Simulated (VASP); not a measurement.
Crystal: HfO2.

```
O Hf
1.0
     3.75401    0.00000    0.00000
     0.00000    3.75401    0.00000
     0.00000    0.00000    5.41691
O Hf
4 2
Direct
  0.00000 0.50000 0.20100
  0.00000 0.50000 0.70100
  0.50000 0.00000 0.29900
  0.50000 0.00000 0.79900
  0.00000 0.00000 0.00000
  0.50000 0.50000 0.50000
```

- Program: VASP 6.6.1
- Task: relaxation of cell and atoms
- Functional: PBE
- Potentials or basis: VASP PAW PBE potentials, release 64 (O, Hf_pv)
- Cutoff: 600 eV
- k mesh: 5 × 5 × 4
- Occupations: tetrahedron
- Spin: no spin polarisation

At the start: pressure -24.8 GPa; volume 12.72 Å³/atom.

Problem. How do energy, volume and symmetry change on relaxing?

Solution. Over 11 steps the energy falls by 140.5 meV/atom and the volume is 11.20 Å³/atom (-12.0 %); space group P4_2/nmc (No. 137, to 0.1 Å) before and after.

Step by step:
```tsv
step	energy change (eV)	largest force (eV/Å)	pressure (GPa)	volume (Å³)
1	0.0000	0.6326	-24.79	76.34
2	0.9093	1.2099	61.06	56.58
3	-0.8391	0.0995	-1.35	67.31
4	-0.8407	0.0749	-0.30	67.01
5	-0.8407	0.0605	0.39	66.83
6	-0.8415	0.0591	-0.33	67.06
7	-0.8415	0.0590	-0.33	67.06
8	-0.8421	0.0363	-0.05	67.04
9	-0.8424	0.0148	0.20	67.01
10	-0.8431	0.0112	0.07	67.11
11	-0.8433	0.0090	-0.02	67.19
```

Final structure:
```yaml
crystal:
  lattice:
    - [3.58679, 0.00000, 0.00000]
    - [0.00000, 3.58679, 0.00000]
    - [0.00000, 0.00000, 5.22263]
  atoms:
    - { symbol: O, position: [0.00000, 0.50000, 0.19565] }
    - { symbol: O, position: [0.00000, 0.50000, 0.69565] }
    - { symbol: O, position: [0.50000, 0.00000, 0.30435] }
    - { symbol: O, position: [0.50000, 0.00000, 0.80435] }
    - { symbol: Hf, position: [0.00000, 0.00000, 0.00000] }
    - { symbol: Hf, position: [0.50000, 0.50000, 0.50000] }
```
